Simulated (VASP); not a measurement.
Input of a VASP 6.6.1 run:

The input INCAR:

```
SYSTEM = TiH6
PREC = Accurate
ENCUT = 500
EDIFF = 1E-6
ISMEAR = 0
SIGMA = 0.1
LREAL = .FALSE.
LASPH = .TRUE.
NELM = 120
ALGO = Normal
ISIF = 2
LWAVE = .FALSE.
LCHARG = .FALSE.
GGA = PE
NBANDS = 18
GGA_COMPAT = .FALSE.
```

Contents of KPOINTS:

```
Automatic mesh
0
G
  6 6 6
  0 0 0
```

The input POSCAR:

```
TiH6
1.0
    3.2729102149      0.0000000000      0.0000000000
    0.0000000000      3.2729102149      0.0000000000
    0.0000000000      0.0000000000      3.2729102149
Ti H
1 6
Direct
    0.5000000000      0.5000000000      0.5000000000
    0.6431854559      0.0000000000      0.0000000000
    0.3568145441      0.0000000000      0.0000000000
    0.0000000000      0.6431854559      0.0000000000
    0.0000000000      0.3568145441      0.0000000000
    0.0000000000      0.0000000000      0.6431854559
    0.0000000000      0.0000000000      0.3568145441
```

Potentials or basis: VASP PAW PBE potentials, release 64 (Ti_sv, H).

Command:

```bash
$ cat potpaw_PBE.64/Ti_sv/POTCAR potpaw_PBE.64/H/POTCAR > POTCAR
$ mpirun -np 1 vasp_std > vasp.out
```

Question: Predict the largest force.

Answer: 0.034 eV/Å.

Question: Estimate the band gap on the k mesh.

Answer: Zero (bands 9 and 10 overlap by 2.69 eV).

Question: What does it give for the pressure?

Answer: -0.5 GPa.

Forces on the atoms (eV/Å):
```
Ti   0.000  0.000  0.000
H    0.034  0.000  0.000
H   -0.034  0.000  0.000
H    0.000  0.034  0.000
H    0.000 -0.034  0.000
H    0.000  0.000  0.034
H    0.000  0.000 -0.034
```
